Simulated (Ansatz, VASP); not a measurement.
## One calculation of GaN, two programs

Contents of INCAR:

```
PREC     = Accurate       # precision mode
ENCUT    = 520            # plane-wave cutoff, eV
EDIFF    = 1E-6           # SCF threshold, eV
ISMEAR   = -1             # smearing method
SIGMA    = 0.05           # smearing width, eV
LREAL    = F              # projectors in reciprocal space
LASPH    = T              # aspherical terms in the spheres
NELM     = 80             # most SCF steps
ALGO     = Normal         # electronic algorithm
ISIF     = 2              # what is computed and relaxed
LWAVE    = F              # write WAVECAR
LCHARG   = F              # write CHGCAR
NBANDS   = 26             # bands
```

File KPOINTS:

```
regular mesh
0
Gamma
  10 10 5
```

Contents of POSCAR:

```
GaN
1.0
    3.1150838257      0.0000000000      0.0000000000
   -1.5575419129      2.6977417280      0.0000000000
    0.0000000000      0.0000000000      5.0605418376
Ga N
2 2
Direct
    0.6666666667      0.3333333333      0.5000000000
    0.3333333333      0.6666666667      0.0000000000
    0.6666666667      0.3333333333      0.8750000000
    0.3333333333      0.6666666667      0.3750000000
```

File input.yaml:

```yaml
crystal:
  lattice:
    - [3.1150838257, 0.0, 0.0]
    - [-1.5575419129, 2.697741728, 0.0]
    - [0.0, 0.0, 5.0605418376]
  atoms:
    - { symbol: Ga, position: [0.6666666667, 0.3333333333, 0.5] }
    - { symbol: Ga, position: [0.3333333333, 0.6666666667, 0.0] }
    - { symbol: "N", position: [0.6666666667, 0.3333333333, 0.875] }
    - { symbol: "N", position: [0.3333333333, 0.6666666667, 0.375] }
kpoints:
  mp_grid: { grid: [10, 10, 5] }
scf:
  occupations: { method: fermi_dirac, width: 0.05 }
hamiltonian:
  xc: lda
  pseudopotentials: { kind: all_electron, lapw: { basis_error: 0.002 } }
output:
  forces: true
  stress: true
  eigenvalues: true
```

Change from the starting cell: volume scaled by 0.94.

Alike in both runs: task single point; functional LDA; k mesh 10 × 10 × 5; occupations fermi-dirac, width 0.05 eV; no spin polarisation.

```csv
,VASP,Ansatz
version,VASP 6.6.1,Ansatz 0.2.0
potentials or method,"VASP PAW LDA potentials, release 64 (Ga_d, N), cutoff 520 eV","all-electron LAPW, scalar-relativistic"
```

|  | VASP | Ansatz | Ansatz less VASP |
| --- | --- | --- | --- |
| gap on the k mesh at the Fermi level (eV) | 2.41 | 2.40 | -0.009 |
| least direct gap on the mesh (eV) | 2.41 | 2.40 | -0.009 |
| pressure (GPa) | 9.9 | 8.8 | -1.08 |
| traceless stress, the component that is largest in VASP (GPa) | 1.88 | 1.85 | -0.031 |
| rms of the force components (eV/Å) | 0.084 | 0.083 | -0.0010 |

LDA's correlation is that of Perdew and Zunger in VASP and of Perdew and Wang (1992) in Ansatz. Atom by atom the forces differ by 0.001 eV/Å (rms over components). Ansatz ran all-electron here, and VASP with PAW potentials.
